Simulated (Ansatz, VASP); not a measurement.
**In in VASP and in Ansatz**

INCAR

```
ALGO = Fast
EDIFF = 1E-7
ENCUT = 520
ISIF = 2
ISMEAR = 0
LASPH = True
LCHARG = True
LELF = True
LREAL = False
LVHAR = True
LWAVE = False
NBANDS = 12
NELM = 100
PREC = Accurate
SIGMA = 0.15
```

KPOINTS

```
k-points
0
Gamma
  22 22 22
```

Contents of POSCAR:

```
In
1.0
   -1.5749388961      1.5749388961      2.3757953248
    1.5749388961     -1.5749388961      2.3757953248
    1.5749388961      1.5749388961     -2.3757953248
In
1
Direct
    0.0000000000      0.0000000000      0.0000000000
```

Input for Ansatz:

```yaml
crystal:
  lattice:
    - [-1.5749388961, 1.5749388961, 2.3757953248]
    - [1.5749388961, -1.5749388961, 2.3757953248]
    - [1.5749388961, 1.5749388961, -2.3757953248]
  atoms:
    - { symbol: In, position: [0.0, 0.0, 0.0] }
basis:
  ecutwfc: 420
kpoints:
  mp_grid: { grid: [22, 22, 22] }
hamiltonian:
  xc: lda
  pseudopotentials: { kind: paw }
scf:
  occupations: { method: gaussian, width: 0.15 }
output:
  forces: true
  stress: true
  eigenvalues: true
```

Alike in both runs: task single point; functional LDA; k mesh 22 × 22 × 22; occupations gaussian, width 0.15 eV; no spin polarisation.

|  | VASP | Ansatz |
| --- | --- | --- |
| version | VASP 6.6.1 | Ansatz 0.2.0 |
| potentials or method | VASP PAW LDA potentials, release 64 (In_d), cutoff 520 eV | scalar-relativistic, plane waves, PAW |
| valence electrons in the cell | 13 | 13 |

|  | VASP | Ansatz | Ansatz less VASP |
| --- | --- | --- | --- |
| gap on the k mesh at the Fermi level (eV) | none | none | - |
| pressure (GPa) | 2.5 | 2.4 | -0.07 |
| traceless stress, the component that is largest in VASP (GPa) | 0.06 | 0.07 | +0.005 |

LDA's correlation is that of Perdew and Zunger in VASP and of Perdew and Wang (1992) in Ansatz. A gap of «none» marks a metal or a gap that the smearing closes.
